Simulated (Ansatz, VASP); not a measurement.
**GaS2: VASP beside Ansatz**

```
CELL_PARAMETERS angstrom
3.64375 0.00000 0.00000
0.00000 3.64375 0.00000
0.00000 0.00000 4.85186
ATOMIC_POSITIONS crystal
Ga 0.00000 0.00000 0.00000
S 0.50000 0.50000 0.29250
S 0.50000 0.50000 0.70750
```

Change from the starting cell: species swapped into the Ga2Cu type (P4/mmm, No. 123).

Alike in both runs: functional PBE; k mesh 14 × 14 × 10; occupations gaussian, width 0.1 eV; no spin polarisation.

Ansatz relaxed the structure, and its values are those at the end. VASP's run is a single point on that final structure, the one shown.

```csv
,VASP,Ansatz
version,VASP 6.6.1,Ansatz 0.2.0
potentials or method,"VASP PAW PBE potentials, release 64 (Ga_d, S), cutoff 520 eV","scalar-relativistic, plane waves, PAW"
valence electrons in the cell,25,25
```

|  | VASP | Ansatz | Ansatz less VASP |
| --- | --- | --- | --- |
| gap on the k mesh at the Fermi level (eV) | none | none | - |
| pressure (GPa) | -0.2 | 0.0 | +0.24 |
| rms of the force components (eV/Å) | 0.075 | 0.001 | -0.0736 |

A gap of «none» marks a metal or a gap that the smearing closes.
